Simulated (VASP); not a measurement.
# Au (Im-3m) in VASP: a series of runs, part 2 of 2

VASP 6.6.1. Earlier steps stand in the parts before.

### 3 Single point, BLYP (volume scaled by 1.04)

The input, INCAR:

```
SYSTEM = Au
PREC     = Accurate       ! precision mode
ENCUT    = 520            ! plane-wave cutoff, eV
EDIFF    = 1E-7           ! SCF threshold, eV
ISMEAR   = -1             ! smearing method
SIGMA    = 0.1            ! smearing width, eV
LREAL    = .FALSE.        ! projectors in reciprocal space
LASPH    = .TRUE.         ! aspherical terms in the spheres
NELM     = 80             ! most SCF steps
ALGO     = Normal         ! electronic algorithm
ISIF     = 2              ! what is computed and relaxed
LWAVE    = .FALSE.        ! write WAVECAR
LCHARG   = .FALSE.        ! write CHGCAR
GGA      = B5             ! functional
ALDAX    = 1.0          
AGGAX    = 1.0          
AGGAC    = 1.0          
ALDAC    = 0.0          
NBANDS   = 12             ! bands
```

The input, KPOINTS:

```
Automatic mesh
0
G
  15 15 15
  0 0 0
```

The input, POSCAR:

```
Au
1.0
   -1.7193936857      1.7193936857      1.7193936857
    1.7193936857     -1.7193936857      1.7193936857
    1.7193936857      1.7193936857     -1.7193936857
Au
1
Direct
    0.0000000000      0.0000000000      0.0000000000
```

Potentials or basis: VASP PAW PBE potentials, release 64 (Au).

Run with:

```console
$ cat potpaw_PBE.64/Au/POTCAR > POTCAR
$ mpirun -np 1 vasp_std > vasp.out
```

OUTCAR:

```text
SYSTEM = Au
   PREC = Accurate
   ENCUT = 520
   EDIFF = 1E-7
   ISMEAR = -1
   LREAL = .FALSE.
   LASPH = .TRUE.
   NELM = 80
   ISIF = 2
   GGA = B5

 ion  position               nearest neighbor table
   1  0.000  0.000  0.000-

  LATTYP: Found a body centered cubic cell.
 ALAT       =     3.4387873714

  Lattice vectors:

 A1 = (  -1.7193936857,   1.7193936857,   1.7193936857)
 A2 = (   1.7193936857,  -1.7193936857,   1.7193936857)
 A3 = (   1.7193936857,   1.7193936857,  -1.7193936857)

Analysis of symmetry for initial positions (statically):
=====================================================================
 Subroutine PRICEL returns:
 Original cell was already a primitive cell.

 Routine SETGRP: Setting up the symmetry group for a
 body centered cubic supercell.

 Subroutine GETGRP returns: Found 48 space group operations
 (whereof 48 operations were pure point group operations)
 out of a pool of 48 trial point group operations.

The static configuration has the point symmetry O_h .

Analysis of symmetry for dynamics (positions and initial velocities):
=====================================================================
 Subroutine PRICEL returns:
 Original cell was already a primitive cell.

 Routine SETGRP: Setting up the symmetry group for a
 body centered cubic supercell.

 Subroutine GETGRP returns: Found 48 space group operations
 (whereof 48 operations were pure point group operations)
 out of a pool of 48 trial point group operations.

The dynamic configuration has the point symmetry O_h .

 Subroutine INISYM returns: Found 48 space group operations
 (whereof 48 operations are pure point group operations),
 and found     1 'primitive' translations

----------------------------------------------------------------------------------------
[... 114 lines left out ...]
  Thomas-Fermi vector in A             =   2.462781
   LORBIT       =      0    0 simple, 1 ext, 2 COOP (PROOUT), +10 PAW based schemes
   GGA     = B5    functional components
   LHFCALC =     F    Hartree Fock is set to
   AEXX    =    0.0000 exact exchange contribution
   IVDW    =     0    specifies the selected vdW correction
   LEPSILON=     F    determine dielectric tensor
   LRPA    =     F    only Hartree local field effects (RPA)
 non-spin polarized calculation
  energy-cutoff  :      520.00
  volume of cell :       20.33
 maximum number of plane-waves:       567
 NGX is ok and might be reduce to    24
   NGX = 11   NGY = 11   NGZ = 11

 number of electron      10.9999999 magnetization

 Free energy of the ion-electron system (eV)
  ---------------------------------------------------
  ext. energy  EPLUGINS =         0.00000000
  ---------------------------------------------------
  free energy    TOTEN  =        -2.43959258 eV

  energy without entropy =       -2.42990366  energy(sigma->0) =       -2.43474812

 E-fermi :   7.3136     XC(G=0): -11.0716

 val. band max:        7.2351030591   @ k =   0.4667   0.0000   0.0000
 cond. band min:       7.3180478010   @ k =  -0.2667   0.4667   0.0667
 fundamental gap:      0.0829447419
 Fermi energy:         7.3136245905

 k-point     1 :       0.0000    0.0000    0.0000
  band No.  band energies     occupation
      1      -0.7188      2.00000
      2       3.2992      2.00000
      3       3.2992      2.00000
      4       3.2992      2.00000
      5       4.7620      2.00000
      6       4.7620      2.00000
      7      23.9636      0.00000
      8      23.9636      0.00000
      9      23.9636      0.00000
     10      28.4379      0.00000
     11      28.4379      0.00000
     12      28.4379      0.00000
[... 331 lines left out ...]
 k-point    24 :       0.4000    0.2000    0.0000
  band No.  band energies     occupation
      1       2.0864      2.00000
      2       2.7616      2.00000
      3       4.0583      2.00000
      4       4.6494      2.00000
      5       5.1693      2.00000
      6       9.8718      0.00000
      7       9.9760      0.00000
      8      15.8914      0.00000
      9      20.3932      0.00000
     10      26.9968      0.00000
     11      28.4964      0.00000
     12      30.9442      0.00000

 [... further k-points ...]

------------------------ aborting loop because EDIFF is reached ----------------------------------------

  FORCE on cell =-STRESS in cart. coord.  units (eV):
  Direction    XX          YY          ZZ          XY          YZ          ZX
  --------------------------------------------------------------------------------------
  -------------------------------------------------------------------------------------
  Total       -0.3994920     -0.3994920     -0.3994920     -0.0000000     -0.0000000      0.0000000
  in kB      -31.4798533    -31.4798533    -31.4798533     -0.0000000     -0.0000000      0.0000000
  external PRESSURE =     -31.4798533 kB  Pullay stress =       0.0000000 kB

 VOLUME and BASIS-vectors are now :
 -----------------------------------------------------------------------------
  energy-cutoff  :      520.00
  volume of cell :       20.33
      direct lattice vectors                 reciprocal lattice vectors
    -1.719393686  1.719393686  1.719393686     0.000000000  0.290800184  0.290800184
     1.719393686 -1.719393686  1.719393686     0.290800184  0.000000000  0.290800184
     1.719393686  1.719393686 -1.719393686     0.290800184  0.290800184  0.000000000

 POSITION                                       TOTAL-FORCE (eV/Angst)
 -----------------------------------------------------------------------------------
      0.00000      0.00000      0.00000        -0.000000     -0.000000     -0.000000
 -----------------------------------------------------------------------------------
    total drift:                                0.000000      0.000000      0.000000

  FREE ENERGIE OF THE ION-ELECTRON SYSTEM (eV)
  ---------------------------------------------------
  free  energy   TOTEN  =        -2.4395925782 eV

  energy  without entropy=       -2.4299036625  energy(sigma->0) =       -2.43474812
```

Wall time 32 s (1 thread of Intel Xeon Platinum 8375C at 2.90GHz (Ice Lake), shared host); peak memory 0.16 GiB.

What came out:

```yaml
Free_energy: -2.4396 eV
Pressure: -3.1 GPa
```

Caveat: the cell differs from its parent crystal (volume scaled by 1.04); the PAW data sets were made with another functional, which shifts forces and pressure a little; spin-orbit coupling is left out, which moves the levels of the heavy elements.

### 4 Single point, BLYP (volume scaled by 1.12)

The input, INCAR:

```
SYSTEM = Au
  AGGAC = 1.0
  AGGAX = 1.0
  ALDAC = 0.0
  ALDAX = 1.0
  ALGO = Normal
  EDIFF = 1E-6
  ENCUT = 520
  GGA = B5
  ISIF = 2
  ISMEAR = -1
  LASPH = .True.
  LCHARG = .False.
  LREAL = .False.
  LWAVE = .False.
  NBANDS = 12
  NELM = 80
  PREC = Accurate
  SIGMA = 0.1
```

The input, KPOINTS:

```
k-points
0
Gamma
  15 15 15
  0 0 0
```

The input, POSCAR:

```
Au
1.0
   -1.7623962307      1.7623962307      1.7623962307
    1.7623962307     -1.7623962307      1.7623962307
    1.7623962307      1.7623962307     -1.7623962307
Au
1
Direct
    0.0000000000      0.0000000000      0.0000000000
```

Run with:

```console
$ cat potpaw_PBE.64/Au/POTCAR > POTCAR
$ mpirun -np 1 vasp_std > vasp.out
```

Wall time 26 s (1 thread of Intel Xeon Platinum 8375C at 2.90GHz (Ice Lake), shared host); peak memory 0.15 GiB.

It converged, with:

```yaml
Free_energy: -2.3845 eV
Pressure: -7.9 GPa
```

Levels at points of the mesh, in eV from the Fermi level:
| k point | band 1 | band 2 | band 3 | band 4 | band 5 | band 6 | band 7 | band 8 | band 9 | band 10 |
| --- | --- | --- | --- | --- | --- | --- | --- | --- | --- | --- |
| (0.00, 0.00, 0.00) | -7.42 | -3.72 | -3.72 | -3.72 | -2.43 | -2.43 | 16.51 | 16.51 | 16.51 | 19.92 |

Caveat: the cell differs from its parent crystal (volume scaled by 1.12); the PAW data sets were made with another functional, which shifts forces and pressure a little; spin-orbit coupling is left out, which moves the levels of the heavy elements.

### 5 Relaxation of cell and atoms, BLYP

This run uses another cell than the first one, of 16.96 Å³/atom, 0.867 times its volume.

The input, INCAR:

```
PREC = Accurate
ENCUT = 600
EDIFF = 1E-7
ISMEAR = -1
SIGMA = 0.1
LREAL = F
LASPH = T
NELM = 60
ALGO = Normal
ISIF = 3
LWAVE = F
LCHARG = F
GGA = B5
ALDAX = 1.0
AGGAX = 1.0
AGGAC = 1.0
ALDAC = 0.0
IBRION = 2
NSW = 80
EDIFFG = -0.01
```

The input, KPOINTS:

```
Automatic mesh
0
Gamma
  14 14 14
```

The input, POSCAR:

```
Au
1.0
   -1.6184506165      1.6184506165      1.6184506165
    1.6184506165     -1.6184506165      1.6184506165
    1.6184506165      1.6184506165     -1.6184506165
Au
1
Direct
    0.0000000000      0.0000000000      0.0000000000
```

Run with:

```console
$ cat potpaw_PBE.64/Au/POTCAR > POTCAR
$ mpirun -np 1 vasp_std > vasp.out
```

Wall time 2.9 min (1 thread of Intel Xeon Platinum 8375C at 2.90GHz (Ice Lake), shared host); peak memory 0.17 GiB.

The run converged. Its results:

```yaml
Free_energy: -2.4399 eV
Relaxed_volume: 19.62 Å³/atom
Relaxed_cell: a = 2.943 Å, b = 2.943 Å, c = 2.943 Å, α = 109.47°, β = 109.47°, γ = 109.47°
Space_group_after_relaxing_to_0.05_Å: Im-3m (No. 229)
Energy_gained_by_relaxing: 157.5 meV/atom
Ionic_steps: 19
Pressure_after_relaxing: 0.0 GPa
```

The path:
```
step  energy change (eV)  largest force (eV/Å)  pressure (GPa)  volume (Å³)
   1              0.0000                0.0000           22.43        16.96
   2             -0.0043                0.0000          -10.36        23.48
   3             -0.1574                0.0000           -0.45        19.72
   4             -0.1575                0.0000           -0.15        19.66
   5             -0.1575                0.0000            0.13        19.60
   6             -0.1575                0.0000            0.14        19.60
   7             -0.1575                0.0000            0.13        19.60
   8             -0.1575                0.0000            0.13        19.60
   9             -0.1575                0.0000            0.13        19.60
  10             -0.1575                0.0000            0.13        19.60
  11             -0.1575                0.0000            0.13        19.60
  12             -0.1575                0.0000            0.14        19.60
  13             -0.1575                0.0000            0.14        19.60
  14             -0.1575                0.0000            0.14        19.60
  15             -0.1575                0.0000            0.13        19.60
  16             -0.1575                0.0000            0.12        19.61
  17             -0.1575                0.0000            0.11        19.61
  18             -0.1575                0.0000            0.08        19.61
  19             -0.1575                0.0000            0.03        19.62
```

Final structure:
```yaml
crystal:
  lattice:
    - [-1.69918, 1.69918, 1.69918]
    - [1.69918, -1.69918, 1.69918]
    - [1.69918, 1.69918, -1.69918]
  atoms:
    - { symbol: Au, position: [0.00000, 0.00000, 0.00000] }
```

Levels at points of the mesh, in eV from the Fermi level:
```
           k point  band 1  band 2  band 3  band 4  band 5  band 6  band 7  band 8  band 9
(0.00, 0.00, 0.00)   -8.50   -4.33   -4.33   -4.33   -2.78   -2.78   16.55   16.55   16.55
(0.50, 0.00, 0.00)   -6.19   -5.17   -2.91   -2.64   -1.57    0.02    2.65   12.31   12.76
(0.50, 0.50, 0.50)   -5.78   -5.78   -1.87   -1.87   -1.87    6.11    6.11    6.11    7.87
```

Caveat: the volume moved by over 15 % at a fixed basis, so the end points are rough; the PAW data sets were made with another functional, which shifts forces and pressure a little; spin-orbit coupling is left out, which moves the levels of the heavy elements.

### 6 Summary

```tsv
task	cell	k mesh	cutoff (eV)	gap on the mesh (eV)	pressure (GPa)
single point	a = 2.939 Å, angles 109.5°, 1 atom	15 × 15 × 15	520	none	0.4
single point	a = 2.978 Å, angles 109.5°, 1 atom	15 × 15 × 15	520	none	-3.1
single point	a = 3.053 Å, angles 109.5°, 1 atom	15 × 15 × 15	520	none	-7.9
relaxation of cell and atoms	relaxed from a = 2.803 Å, angles 109.5°, 1 atom	14 × 14 × 14	600	none	0.0
```

Alike in all rows: level BLYP; potentials or basis VASP PAW PBE potentials, release 64 (Au); no spin polarisation; smearing fermi-dirac 0.1 eV.

Caveats: the PAW data sets were made with another functional, which shifts forces and pressure a little; spin-orbit coupling is left out, which moves the levels of the heavy elements; the volume moved by over 15 % at a fixed basis, so the end points are rough (some runs).

Total energies depend on the potentials used, so only differences within one code and one set of settings carry meaning.
